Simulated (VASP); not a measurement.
# Hf in VASP: single point with PBE+D3(BJ)

Aim: the single point of Hf with PBE+D3(BJ).

Everything below comes from runs of VASP 6.6.1. Logs are shortened: lines on timing, memory, paths and dates and some standing lists are left out, and cuts for length are marked.

## (1) The cell of the first run

The cell holds a slab with vacuum, 12 atoms: a = 6.185 Å, b = 6.185 Å, c = 23.307 Å, α = 90.00°, β = 90.00°, γ = 120.00°.

## (2) Single point, PBE+D3(BJ)

Input file INCAR:

```
SYSTEM = Hf
  ALGO = Normal
  DIPOL = 0.5 0.5 0.406
  EDIFF = 1E-6
  ENCUT = 400
  GGA = PE
  GGA_COMPAT = .FALSE.
  IDIPOL = 3
  ISIF = 2
  ISMEAR = 1
  IVDW = 12
  LASPH = .TRUE.
  LCHARG = .FALSE.
  LDIPOL = .TRUE.
  LREAL = .FALSE.
  LWAVE = .FALSE.
  NBANDS = 72
  NELM = 120
  NELMDL = -8
  PREC = Accurate
  SIGMA = 0.1
```

Input file KPOINTS:

```
k-points
0
G
  6 6 1
  0 0 0
```

Input file POSCAR:

```
Hf
1.0
   -0.0000000286      6.1849723879      0.0000000000
   -5.3563431953     -3.0924862187      0.0000000000
    0.0000000000      0.0000000000     23.3067976068
Hf
12
Direct
    0.3333333333      0.1666666667      0.3003415621
    0.3333333333      0.6666666667      0.3003415621
    0.8333333333      0.1666666667      0.3003415621
    0.8333333333      0.6666666667      0.3003415621
    0.1664622652      0.3350386272      0.4045689087
    0.1685763620      0.8335377348      0.4045689087
    0.6666666667      0.3333333333      0.4041807172
    0.6649613728      0.8314236380      0.4045689087
    0.3324322236      0.1679649560      0.5140907912
    0.3333333333      0.6666666667      0.5144383254
    0.8320350440      0.1644672675      0.5140907912
    0.8355327325      0.6675677764      0.5140907912
```

Potentials or basis: VASP PAW PBE potentials, release 64 (Hf_pv).

Run with:

```
> cat potpaw_PBE.64/Hf_pv/POTCAR > POTCAR
> mpirun -np 1 vasp_std > vasp.out
```

OUTCAR:

```text
SYSTEM = Hf
   EDIFF = 1E-6
   ENCUT = 400
   GGA = PE
   ISIF = 2
   ISMEAR = 1
   IVDW = 12
   LASPH = .TRUE.
   LREAL = .FALSE.
   NELM = 120
   NELMDL = -8
   PREC = Accurate
 IVDW          = 12

 ion  position               nearest neighbor table
   1  0.333  0.167  0.300-   7 3.01   6 3.01   5 3.02   2 3.09   2 3.09   4 3.09   4 3.09   3 3.09
                             3 3.09
   2  0.333  0.667  0.300-   6 3.01   5 3.01   8 3.01   1 3.09   1 3.09   3 3.09   3 3.09   4 3.09
                             4 3.09
   3  0.833  0.167  0.300-   7 3.01   5 3.01   8 3.02   4 3.09   4 3.09   2 3.09   2 3.09   1 3.09
                             1 3.09
   4  0.833  0.667  0.300-   7 3.01   8 3.01   6 3.02   3 3.09   3 3.09   1 3.09   1 3.09   2 3.09
                             2 3.09
   5  0.166  0.335  0.405-   2 3.01   3 3.01   1 3.02   6 3.08   8 3.08   7 3.09   7 3.10   6 3.11
                             8 3.11   9 3.11  10 3.12  11 3.12
   6  0.169  0.834  0.405-   2 3.01   1 3.01   4 3.02   5 3.08   8 3.08   7 3.09   7 3.10   5 3.11
                             8 3.11  12 3.11  10 3.12   9 3.12
   7  0.667  0.333  0.404-   3 3.01   4 3.01   1 3.01   5 3.09   6 3.09   8 3.09   8 3.10   6 3.10
                             5 3.10  12 3.13  11 3.13   9 3.13
   8  0.665  0.831  0.405-   2 3.01   4 3.01   3 3.02   5 3.08   6 3.08   7 3.09   7 3.10   5 3.11
                             6 3.11  11 3.11  10 3.12  12 3.12
   9  0.332  0.168  0.514-  10 3.08  12 3.08  11 3.08  12 3.10  11 3.10  10 3.10   5 3.11   6 3.12
                             7 3.13
  10  0.333  0.667  0.514-  12 3.08  11 3.08   9 3.08   9 3.10  11 3.10  12 3.10   6 3.12   5 3.12
                             8 3.12
  11  0.832  0.164  0.514-  10 3.08  12 3.08   9 3.08  12 3.10   9 3.10  10 3.10   8 3.11   5 3.12
                             7 3.13
  12  0.836  0.668  0.514-  10 3.08  11 3.08   9 3.08  11 3.10   9 3.10  10 3.10   6 3.11   8 3.12
                             7 3.13

  LATTYP: Found a hexagonal cell.
 ALAT       =     6.1849723879
 C/A-ratio  =     3.7682945283

  Lattice vectors:

 A1 = (  -0.0000000286,   6.1849723879,   0.0000000000)
 A2 = (  -5.3563431953,  -3.0924862187,   0.0000000000)
 A3 = (   0.0000000000,   0.0000000000,  23.3067976068)

Analysis of symmetry for initial positions (statically):
=====================================================================
 Subroutine PRICEL returns:
 Original cell was already a primitive cell.

 Routine SETGRP: Setting up the symmetry group for a
 hexagonal supercell.

 Subroutine GETGRP returns: Found  3 space group operations
 (whereof  3 operations were pure point group operations)
 out of a pool of 24 trial point group operations.

The static configuration has the point symmetry C_3 .

Analysis of symmetry for dynamics (positions and initial velocities):
=====================================================================
 Subroutine PRICEL returns:
 Original cell was already a primitive cell.

 Routine SETGRP: Setting up the symmetry group for a
 hexagonal supercell.

 Subroutine GETGRP returns: Found  3 space group operations
 (whereof  3 operations were pure point group operations)
 out of a pool of 24 trial point group operations.

The dynamic configuration has the point symmetry C_3 .

 Subroutine INISYM returns: Found  3 space group operations
 (whereof  3 operations are pure point group operations),
 and found     1 'primitive' translations

----------------------------------------------------------------------------------------

                                     Primitive cell

  volume of cell :     772.1270

  direct lattice vectors                    reciprocal lattice vectors
    -0.000000029  6.184972388  0.000000000    -0.093347268  0.161682209  0.000000000
    -5.356343195 -3.092486219  0.000000000    -0.186694534 -0.000000001  0.000000000
     0.000000000  0.000000000 23.306797607     0.000000000  0.000000000  0.042905937

  length of vectors
     6.184972388  6.184972388 23.306797607     0.186694534  0.186694534  0.042905937

  position of ions in fractional coordinates (direct lattice)
     0.333333333  0.166666667  0.300341562
     0.333333333  0.666666667  0.300341562
     0.833333333  0.166666667  0.300341562
     0.833333333  0.666666667  0.300341562
     0.166462265  0.335038627  0.404568909
     0.168576362  0.833537735  0.404568909
     0.666666667  0.333333333  0.404180717
     0.664961373  0.831423638  0.404568909
     0.332432224  0.167964956  0.514090791
     0.333333333  0.666666667  0.514438325
     0.832035044  0.164467268  0.514090791
     0.835532732  0.667567776  0.514090791

  ion indices of the primitive-cell ions
   primitive index   ion index
                 1           1
                 2           2
                 3           3
                 4           4
                 5           5
                 6           6
                 7           7
                 8           8
                 9           9
                10          10
                11          11
                12          12

----------------------------------------------------------------------------------------

 KPOINTS: k-points

Automatic generation of k-mesh.
 Grid dimensions read from file:
 generate k-points for:    6    6    1

 Generating k-lattice:

  Cartesian coordinates                     Fractional coordinates (reciprocal lattice)
    -0.015557878  0.026947035  0.000000000     0.166666667  0.000000000  0.000000000
    -0.031115756 -0.000000000  0.000000000    -0.000000000  0.166666667  0.000000000
     0.000000000  0.000000000  0.042905937     0.000000000  0.000000000  1.000000000

  Length of vectors
     0.031115756  0.031115756  0.042905937

  Shift w.r.t. Gamma in fractional coordinates (k-lattice)
     0.000000000  0.000000000  0.000000000

 Subroutine IBZKPT returns following result:
 ===========================================

 Found      8 irreducible k-points:

 Following reciprocal coordinates:
            Coordinates               Weight
  0.000000  0.000000  0.000000      1.000000
  0.166667  0.000000  0.000000      6.000000
  0.333333  0.000000  0.000000      6.000000
  0.500000  0.000000  0.000000      3.000000
  0.166667  0.166667  0.000000      6.000000
  0.333333  0.166667  0.000000      6.000000
 -0.333333  0.500000  0.000000      6.000000
  0.333333  0.333333  0.000000      2.000000
   k-points           NKPTS =      8   k-points in BZ     NKDIM =      8   number of bands    NBANDS=     72
   number of dos      NEDOS =    301   number of ions     NIONS =     12
   total plane-waves  NPLWV = 256000
   dimension x,y,z NGX =    40 NGY =   40 NGZ =  160
   dimension x,y,z NGXF=    80 NGYF=   80 NGZF=  320
   ions per type =              12
   NGX,Y,Z   is equivalent  to a cutoff of  10.75, 10.75, 11.41 a.u.
   NGXF,Y,Z  is equivalent  to a cutoff of  21.50, 21.50, 22.83 a.u.
 SYSTEM =  Hf
   PREC   = accura    normal or accurate (medium, high low for compatibility)
   ISTART =      0    job   : 0-new  1-cont  2-samecut
   ICHARG =      2    charge: 1-file 2-atom 10-const
   ISPIN  =      1    spin polarized calculation?
   LNONCOLLINEAR =      F non collinear calculations
   LSORBIT =      F    spin-orbit coupling
   LASPH  =      T    aspherical Exc in radial PAW
   ENCUT  =  400.0 eV  29.40 Ry    5.42 a.u.  10.09 10.09 38.01*2*pi/ulx,y,z
   NELM   =    120;   NELMIN=  2; NELMDL= -8     # of ELM steps
   EDIFF  = 0.1E-05   stopping-criterion for ELM
   LREAL  =      F    real-space projection
   EDIFFG = 0.1E-04   stopping-criterion for IOM
   NSW    =      0    number of steps for IOM
   IBRION =     -1    ionic relax: 0-MD 1-quasi-New 2-CG
   NFREE  =      0    steps in history (QN), initial steepest desc. (CG)
   ISIF   =      2    stress and relaxation
   ISYM   =      2    0-nonsym 1-usesym 2-fastsym
   POTIM  = 0.5000    time-step for ionic-motion
   TEBEG  =    0.0;   TEEND  =   0.0 temperature during run
   PSTRESS=    0.0 pullay stress
   NELECT =     120.0000    total number of electrons
   NUPDOWN=      -1.0000    fix difference up-down
   EMIN   =  10.00;   EMAX   =-10.00  energy-range for DOS
   EFERMI =   0.00;   METHOD = LEGACY
   ISMEAR =     1;   SIGMA  =   0.10  broadening in eV -4-tet -1-fermi 0-gaus
   EFERMI_NEDOS =   21; number of points for ismear=-14 and -15
   IALGO  =     38    algorithm
   IMIX   =      4    mixing-type and parameters
     AMIX     =   0.40;   BMIX     =  1.00
     AMIX_MAG =   1.60;   BMIX_MAG =  1.00
  volume/ion in A,a.u.               =      64.34       434.21
  Fermi-wavevector in a.u.,A,eV,Ry     =   0.880182  1.663302 10.540703  0.774720
  Thomas-Fermi vector in A             =   2.000507
   LORBIT       =      0    0 simple, 1 ext, 2 COOP (PROOUT), +10 PAW based schemes
   GGA     = PE    functional components
   LHFCALC =     F    Hartree Fock is set to
   AEXX    =    0.0000 exact exchange contribution
   IVDW    =    12    specifies the selected vdW correction
   LEPSILON=     F    determine dielectric tensor
   LRPA    =     F    only Hartree local field effects (RPA)
 non-spin polarized calculation
 Methfessel and Paxton  Order N= 1 SIGMA  =   0.10
  energy-cutoff  :      400.00
  volume of cell :      772.13
 maximum number of plane-waves:     14052
   NGX = 21   NGY = 21   NGZ = 77

 dipolmoment           0.000000      0.000000      0.012443 electrons x Angstroem

 number of electron     119.9999995 magnetization

 dipolmoment           0.000000      0.000000     -0.023618 electrons x Angstroem

 Free energy of the ion-electron system (eV)
  ---------------------------------------------------
  ext. energy  EPLUGINS =         0.00000000
  ---------------------------------------------------
  free energy    TOTEN  =      -111.29049944 eV

  energy without entropy =     -111.28518947  energy(sigma->0) =     -111.28872945

 E-fermi :  -1.0956     XC(G=0):  -4.6735

 val. band max:       -1.0970544112   @ k =   0.0000   0.0000   0.0000
 cond. band min:      -1.0816671745   @ k =   0.0000   0.0000   0.0000
 fundamental gap:      0.0153872366
 Fermi energy:        -1.0956039271

 k-point     1 :       0.0000    0.0000    0.0000
  band No.  band energies     occupation
      1     -32.0238      2.00000
      2     -32.0233      2.00000
      3     -32.0233      2.00000
      4     -31.9838      2.00000
      5     -31.9820      2.00000
      6     -31.9820      2.00000
[... 64 lines left out ...]
     71       0.4972     -0.00000
     72       0.6209     -0.00000

 k-point     2 :       0.1667    0.0000    0.0000
  band No.  band energies     occupation
      1     -31.9967      2.00000
      2     -31.9952      2.00000
      3     -31.9773      2.00000
      4     -31.9558      2.00000
      5     -31.9543      2.00000
      6     -31.9344      2.00000
[... 64 lines left out ...]
     71       0.3321     -0.00000
     72       0.4072     -0.00000

 k-point     3 :       0.3333    0.0000    0.0000
  band No.  band energies     occupation
      1     -31.9295      2.00000
      2     -31.9277      2.00000
      3     -31.8877      2.00000
      4     -31.8855      2.00000
      5     -31.8715      2.00000
      6     -31.8589      2.00000
[... 364 lines left out ...]
     71      -0.0697     -0.00000
     72      -0.0448     -0.00000

 k-point     8 :       0.3333    0.3333    0.0000
  band No.  band energies     occupation
      1     -31.8141      2.00000
      2     -31.8014      2.00000
      3     -31.8010      2.00000
      4     -31.8005      2.00000
      5     -31.7826      2.00000
      6     -31.7478      2.00000
[... 64 lines left out ...]
     71      -0.0087     -0.00000
     72       0.0093     -0.00000

------------------------ aborting loop because EDIFF is reached ----------------------------------------

 vacuum level on the upper side and lower side of the slab       (xc-potential included)        -0.267        -0.138

 Edisp (eV)   -3.76687

 E8    (eV) :    -2.1055

  FORCE on cell =-STRESS in cart. coord.  units (eV):
  Direction    XX          YY          ZZ          XY          YZ          ZX
  --------------------------------------------------------------------------------------
  -------------------------------------------------------------------------------------
  Total       0.19495     0.19495    -1.17837    -0.00000     0.00000    -0.00000
  in kB       0.40453     0.40453    -2.44514    -0.00000     0.00000    -0.00000
  external pressure =       -0.55 kB  Pullay stress =        0.00 kB

 VOLUME and BASIS-vectors are now :
 -----------------------------------------------------------------------------
  energy-cutoff  :      400.00
  volume of cell :      772.13
      direct lattice vectors                 reciprocal lattice vectors
    -0.000000029  6.184972388  0.000000000    -0.093347268  0.161682209  0.000000000
    -5.356343195 -3.092486219  0.000000000    -0.186694534 -0.000000001  0.000000000
     0.000000000  0.000000000 23.306797607     0.000000000  0.000000000  0.042905937

 POSITION                                       TOTAL-FORCE (eV/Angst)
 -----------------------------------------------------------------------------------
     -0.89272      1.54624      7.00000        -0.004702     -0.022393     -0.147725
     -3.57090     -0.00000      7.00000        -0.000000      0.000000     -0.162228
     -0.89272      4.63873      7.00000         0.021744      0.007124     -0.147725
     -3.57090      3.09249      7.00000        -0.017042      0.015269     -0.147725
     -1.79458     -0.00654      9.42921         0.099406      0.022057      0.380680
     -4.46471     -1.53506      9.42921        -0.030601     -0.097116      0.380680
     -1.78545      3.09249      9.42016        -0.000000      0.000000      0.431535
     -4.45339      1.54160      9.42921        -0.068804      0.075060      0.380680
     -0.89968      1.53665     11.98181         0.033568      0.031124     -0.240984
     -3.57090     -0.00000     11.98991        -0.000000      0.000000     -0.245220
     -0.88094      4.63750     11.98181        -0.043738      0.013509     -0.240984
     -3.57572      3.10330     11.98181         0.010170     -0.044633     -0.240984
 -----------------------------------------------------------------------------------
    total drift:                                0.000000      0.000000     -0.000911

  FREE ENERGIE OF THE ION-ELECTRON SYSTEM (eV)
  ---------------------------------------------------
  free  energy   TOTEN  =      -115.0573736838 eV

  energy  without entropy=     -115.0520637156  energy(sigma->0) =     -115.05560369

 vacuum level on the upper side and lower side of the slab         2.985         3.115
```

It took 35 min on 1 thread of Oxide Virtual Turin-like, shared host; peak memory 0.6 GiB.

Results:

```yaml
Free_energy: -115.0574 eV
Largest_force: 0.432 eV/Å
Band_gap_on_the_k_mesh: zero (bands 60 and 61 overlap by 0.77 eV)
Dispersion_energy_per_atom: -0.314 eV
```

Forces on the atoms (eV/Å):
```
Hf  -0.005 -0.022 -0.148
Hf   0.000  0.000 -0.162
Hf   0.022  0.007 -0.148
Hf  -0.017  0.015 -0.148
Hf   0.099  0.022  0.381
Hf  -0.031 -0.097  0.381
Hf   0.000  0.000  0.432
Hf  -0.069  0.075  0.381
Hf   0.034  0.031 -0.241
Hf   0.000  0.000 -0.245
Hf  -0.044  0.014 -0.241
Hf   0.010 -0.045 -0.241
```

Levels at points of the mesh, in eV from the Fermi level:
```
           k point  band 56  band 57  band 58  band 59  band 60  band 61  band 62  band 63  band 64  band 65
(0.00, 0.00, 0.00)    -0.02     0.00     0.01     0.01     0.63     1.01     1.01     1.01     1.19     1.39
(0.50, 0.00, 0.00)    -0.71    -0.40    -0.39    -0.32    -0.32    -0.07    -0.05     0.04     0.05     0.32
```

Caveat: spin-orbit coupling is left out, which moves the levels of the heavy elements.
